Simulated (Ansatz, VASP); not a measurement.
## Al5P2 in VASP and in Ansatz

```
Al P
1.0
     3.80962    0.00000    0.00000
     0.00000    3.80962    0.00000
     0.00000    0.00000    9.96797
Al P
5 2
Direct
  0.00000 0.00000 0.00000
  0.50000 0.50000 0.71385
  0.50000 0.50000 0.28615
  0.50000 0.00000 0.51651
  0.00000 0.50000 0.48349
  0.50000 0.00000 0.14209
  0.00000 0.50000 0.85791
```

Alike in both runs: functional PBE; k mesh 8 × 8 × 4; occupations gaussian, width 0.1 eV; no spin polarisation.

Ansatz relaxed the structure, and its values are those at the end. VASP's run is a single point on that final structure, the one shown.

|  | VASP | Ansatz |
| --- | --- | --- |
| version | VASP 6.6.1 | Ansatz 0.2.0 |
| potentials or method | VASP PAW PBE potentials, release 64 (Al, P), cutoff 520 eV | scalar-relativistic, plane waves, PAW |
| valence electrons in the cell | 25 | 25 |

|  | VASP | Ansatz | Ansatz less VASP |
| --- | --- | --- | --- |
| gap on the k mesh at the Fermi level (eV) | none | none | - |
| pressure (GPa) | -0.1 | 0.0 | +0.07 |

A gap of «none» marks a metal or a gap that the smearing closes. The functional is the same, so the differences come from potentials, cutoffs and numerics.
